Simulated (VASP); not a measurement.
Input of a VASP 6.6.1 run:

File INCAR:

```
PREC = Accurate ; ENCUT = 520
EDIFF = 1E-6 ; ISMEAR = 0
SIGMA = 0.05 ; LREAL = False
LASPH = True ; NELM = 100
ALGO = Normal ; ISIF = 2
LWAVE = False ; LCHARG = True
GGA = PS ; LELF = True
LVHAR = True ; NBANDS = 11
```

The input KPOINTS:

```
Automatic mesh
0
Gamma
  10 10 10
```

POSCAR

```
SiC
1.0
    0.0000000000      2.1420104787      2.1420104787
    2.1420104787      0.0000000000      2.1420104787
    2.1420104787      2.1420104787      0.0000000000
Si C
1 1
Direct
    0.0058896629     -0.0058896629      0.0058896629
    0.7362283587      0.7637716413      0.7362283587
```

Potentials or basis: VASP PAW PBE potentials, release 64 (Si, C).

Command:

```console
$ cat potpaw_PBE.64/Si/POTCAR potpaw_PBE.64/C/POTCAR > POTCAR
$ mpirun -np 1 vasp_std > vasp.out
```

Question: Estimate the largest force.

Answer: 1.796 eV/Å.

Question: Estimate the band gap on the k mesh.

Answer: 0.79 eV, indirect (least direct gap 4.29 eV).

Stress tensor (GPa, compression positive):
```
14.32  0.00 -7.91
 0.00 12.60  0.00
-7.91  0.00 14.32
```

Caveat: the PAW data sets were made with another functional, which shifts forces and pressure a little. As with any semilocal functional, this PBEsol gap is likely too small.
